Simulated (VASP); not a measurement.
Crystal: HoS4.

```
Ho S
1.0
     4.82965    0.00000    0.00000
    -2.41482    4.18260    0.00000
     0.00000    0.00000    5.71811
Ho S
1 4
Cartesian
  0.0000 0.0000 2.8591
  2.4148 0.0000 2.8591
  -1.2074 2.0913 2.8591
  1.2074 2.0913 2.8591
  0.0000 0.0000 0.0000
```

The cell was generated, and may not be a known phase.

- Program: VASP 6.6.1
- Task: relaxation of cell and atoms
- Functional: PBE
- Potentials or basis: VASP PAW PBE potentials, release 64 (Ho_3, S), 4f in core
- Cutoff: 500 eV
- k mesh: 6 × 6 × 4
- Occupations: gaussian, width 0.1 eV
- Spin: no spin polarisation

At the start: pressure 20.9 GPa; volume 23.10 Å³/atom.

Q: Where does the relaxation end?

A: Over 6 steps the energy falls by 541.0 meV/atom and the volume is 27.17 Å³/atom (+17.6 %); space group P6/mmm (No. 191, to 0.1 Å) before and after.

Step by step:
```
step  energy change (eV)  largest force (eV/Å)  pressure (GPa)  volume (Å³)
   1              0.0000                0.0000           20.92       115.51
   2             -1.5821                0.0000           -7.36       170.21
   3             -2.5837                0.0000           -1.90       143.83
   4             -2.5839                0.0000           -1.67       143.24
   5             -2.6880                0.0000           -0.73       138.26
   6             -2.7049                0.0000           -0.11       135.83
```

Final structure:
```
Ho S
1.0
     5.43050    0.00000    0.00000
    -2.71525    4.70295    0.00000
     0.00000    0.00000    5.31847
Ho S
1 4
Direct
  0.00000 0.00000 0.50000
  0.50000 0.00000 0.50000
  0.00000 0.50000 0.50000
  0.50000 0.50000 0.50000
  0.00000 0.00000 0.00000
```

Caveat: the volume moved by over 15 % at a fixed basis, so the end points are rough; the run has no spin polarisation, though such a crystal can be magnetic.
